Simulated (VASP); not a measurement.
Write the native input for VASP 6.6.1 that does the following.

| Quantity | Value |
| --- | --- |
| Task | single point |
| Functional | PBE |
| Potentials or basis | VASP PAW PBE potentials, release 64 (K_sv, Si, B) |
| Cutoff | 520 eV |
| k mesh | 6 × 6 × 4 |
| Occupations | gaussian, width 0.1 eV |
| Spin | no spin polarisation |
| Dipole correction | no |
| Further INCAR settings | ALGO = Normal; EDIFF = 1e-06; NBANDS = 22 |

The structure of K2SiB2 lies in POSCAR:

```
K2SiB2
1.0
    3.8351053300      0.0000000000      0.0000000000
   -1.9175526700      3.3212986500      0.0000000000
    0.0000000000      0.0000000000      5.7871914500
K Si B
2 1 2
Direct
    0.0000000000      0.0000000000      0.7799335000
    0.0000000000      0.0000000000      0.2200665000
    0.0000000000      0.0000000000      0.0000000000
    0.3333333300      0.6666666700      0.5000000000
    0.6666666700      0.3333333300      0.5000000000
```

One way to write it, as run:

INCAR

```
PREC = Accurate ; ENCUT = 520
EDIFF = 1E-6 ; ISMEAR = 0
SIGMA = 0.1 ; LREAL = F
LASPH = T ; NELM = 80
ALGO = Normal ; ISIF = 2
LWAVE = F ; LCHARG = T
GGA = PE ; LELF = T
LVHAR = T ; NBANDS = 22
```

KPOINTS

```
Automatic mesh
0
Gamma
  6 6 4
```

Potentials or basis: VASP PAW PBE potentials, release 64 (K_sv, Si, B).

Launch:

```sh
$ cat potpaw_PBE.64/K_sv/POTCAR potpaw_PBE.64/Si/POTCAR potpaw_PBE.64/B/POTCAR > POTCAR
$ mpirun -np 1 vasp_std > vasp.out
```

Results of the run:

```json
{
  "Pressure": "129.3 GPa",
  "Largest force": "75.046 eV/Å",
  "Band gap on the k mesh": "zero (band 14 reaches 4.55 eV, above the bottom of band 15 at 3.61 eV)"
}
```

Caveat: forces of over 1 eV/Å act on the atoms, so gaps and moduli don't describe the material at rest.

It took 36 s on 1 thread of Intel(R) Xeon(R) Platinum 8488C (Sapphire Rapids) (shared host), peak memory 0.2 GiB.
